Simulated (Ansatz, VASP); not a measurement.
# Two plane-wave programs on KTaO3

```
K Ta O
1.0
     3.93107    0.00000    0.00000
     0.00000    4.02485    0.00000
     0.00000    0.00000    4.02485
K Ta O
1 1 3
Direct
  0.50000 0.50000 0.50000
  0.00000 0.00000 0.00000
  0.50000 0.00000 0.00000
  0.00000 0.50000 0.00000
  0.00000 0.00000 0.50000
```

Change from the starting cell: normal strain along x -0.0233, normal strain along y +0.0000.

Alike in both runs: task single point; functional PBE; k mesh 8 × 8 × 8; occupations gaussian, width 0.05 eV; no spin polarisation.

```csv
,VASP,Ansatz
version,VASP 6.6.1,Ansatz 0.2.0
potentials or method,"VASP PAW PBE potentials, release 64 (K_sv, Ta_pv, O), cutoff 520 eV","scalar-relativistic, plane waves, PAW"
valence electrons in the cell,38,40
```

|  | VASP | Ansatz | Ansatz less VASP |
| --- | --- | --- | --- |
| gap on the k mesh at the Fermi level (eV) | 2.12 | 2.17 | +0.046 |
| least direct gap on the mesh (eV) | 2.74 | 2.78 | +0.037 |
| pressure (GPa) | 5.5 | 4.8 | -0.66 |
| traceless stress, the component that is largest in VASP (GPa) | 6.17 | 6.07 | -0.105 |

The functional is the same, so the differences come from potentials, cutoffs and numerics. VASP's potentials hold 38 valence electrons a cell and Ansatz's 40, so a difference there can come from the potentials and not from the codes.

Neither program's run includes spin-orbit coupling.
